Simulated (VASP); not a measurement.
The system is Sm3Ta.

```xyz
4
Lattice="4.7719 0.0000 0.0000 0.0000 4.7719 0.0000 0.0000 0.0000 4.7719" Properties=species:S:1:pos:R:3 pbc="T T T"
Sm    2.3860    0.0000    0.0000
Sm    0.0000    2.3860    0.0000
Sm    0.0000    0.0000    2.3860
Ta    2.3860    2.3860    2.3860
```

The cell was built from a structure type or drawn by symmetry, and may not be a known phase.

| Quantity | Value |
| --- | --- |
| Program | VASP 6.6.1 |
| Task | relaxation of cell and atoms |
| Functional | PBE |
| Potentials or basis | VASP PAW PBE potentials, release 64 (Sm_3, Ta_pv), 4f in core |
| Cutoff | 500 eV |
| k mesh | 4 × 4 × 4 |
| Occupations | gaussian, width 0.2 eV |
| Spin | no spin polarisation |

At the start: pressure 2.2 GPa; volume 27.17 Å³/atom.

Problem. Where does the relaxation end?

Solution. Over 3 steps the energy falls by 7.0 meV/atom and the volume is 28.19 Å³/atom (+3.8 %); space group Pm-3m (No. 221, to 0.1 Å) before and after.

The path:
```
step  energy change (eV)  largest force (eV/Å)  pressure (GPa)  volume (Å³)
   1              0.0000                0.0000            2.24       108.66
   2             -0.0220                0.0000           -0.94       114.74
   3             -0.0278                0.0000            0.00       112.77
```

Final structure:
```
CELL_PARAMETERS angstrom
4.83127 0.00000 0.00000
0.00000 4.83127 0.00000
0.00000 0.00000 4.83127
ATOMIC_POSITIONS crystal
Sm 0.50000 0.00000 0.00000
Sm 0.00000 0.50000 0.00000
Sm 0.00000 0.00000 0.50000
Ta 0.50000 0.50000 0.50000
```
